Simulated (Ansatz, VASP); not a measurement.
One calculation of Os, two programs

```
Os
1.0
     2.73060    0.00000    0.00000
    -1.36530    2.36477    0.00000
     0.00000    0.00000    4.42357
Os
2
Direct
  0.33333 0.66667 0.25000
  0.66667 0.33333 0.75000
```

Alike in both runs: task single point; functional LDA; k mesh 13 × 13 × 7; occupations fermi-dirac, width 0.05 eV; no spin polarisation.

```csv
,VASP,Ansatz
version,VASP 6.6.1,Ansatz 0.2.0
potentials or method,"VASP PAW LDA potentials, release 64 (Os), cutoff 520 eV","all-electron LAPW, scalar-relativistic"
```

```tsv
	VASP	Ansatz	Ansatz less VASP
pressure (GPa)	-16.5	-17.1	-0.59
traceless stress, the component that is largest in VASP (GPa)	-10.79	-10.84	-0.053
```

LDA's correlation is that of Perdew and Zunger in VASP and of Perdew and Wang (1992) in Ansatz. Ansatz ran all-electron here, and VASP with PAW potentials.

Neither program's run includes spin-orbit coupling.
